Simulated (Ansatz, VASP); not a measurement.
Cu in VASP and in Ansatz

```xyz
2
Lattice="2.4824 0.0000 0.0000 -1.2412 2.1498 0.0000 0.0000 0.0000 4.0286" Properties=species:S:1:pos:R:3 pbc="T T T"
Cu    1.2412    0.7166    3.0215
Cu    0.0000    1.4332    1.0072
```

Alike in both runs: task single point; functional PBE0; k mesh 6 × 6 × 4; occupations fermi-dirac, width 0.05 eV; no spin polarisation.

|  | VASP | Ansatz |
| --- | --- | --- |
| version | VASP 6.6.1 | Ansatz 0.2.0 |
| potentials or method | VASP PAW PBE potentials, release 64 (Cu) | Ansatz PAW |
| plane-wave cutoff (eV) | 520 | 420 |
| valence electrons in the cell | 22 | 38 |

|  | VASP | Ansatz | Ansatz less VASP |
| --- | --- | --- | --- |
| gap on the k mesh at the Fermi level (eV) | none | none | - |
| pressure (GPa) | 20.1 | 20.1 | -0.08 |
| traceless stress, the component that is largest in VASP (GPa) | -2.05 | -2.01 | +0.046 |

A gap of «none» marks a metal or a gap that the smearing closes. The functional is the same, so the differences come from potentials, cutoffs and numerics. VASP's potentials hold 22 valence electrons a cell and Ansatz's 38, so a difference there can come from the potentials and not from the codes.

The k mesh is coarse, so the values compare programs but aren't converged.
